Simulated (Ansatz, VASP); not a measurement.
## TaN: VASP beside Ansatz

```xyz
2
Lattice="2.9380 0.0000 0.0000 -1.4690 2.5444 0.0000 0.0000 0.0000 2.8830" Properties=species:S:1:pos:R:3 pbc="T T T"
Ta    0.0000    1.6963    1.4415
N     0.0000    0.0000    0.0000
```

Alike in both runs: task relaxation of cell and atoms; functional LDA; k mesh 12 × 12 × 11; occupations fermi-dirac, width 0.1 eV; no spin polarisation.

```csv
,VASP,Ansatz
version,VASP 6.6.1,Ansatz 0.2.0
potentials or method,"VASP PAW LDA potentials, release 64 (Ta_pv, N), cutoff 600 eV",PAW plane waves
valence electrons in the cell,16,18
```

|  | VASP | Ansatz | Ansatz less VASP |
| --- | --- | --- | --- |
| gap on the k mesh at the Fermi level, each at its own relaxed structure (eV) | none | none | - |
| relaxed volume (Å³/atom) | 10.49 | 10.43 | -0.056 |
| relaxed cell length with the largest relative difference (Å) | 2.912 | 2.907 | -0.0053 |

Ansatz warns that its potentials were made for another functional, while VASP's fit it. LDA's correlation is that of Perdew and Zunger in VASP and of Perdew and Wang (1992) in Ansatz. A gap of «none» marks a metal or a gap that the smearing closes. VASP's potentials hold 16 valence electrons a cell and Ansatz's 18, so a difference there can come from the potentials and not from the codes.

Spin-orbit coupling is off throughout.
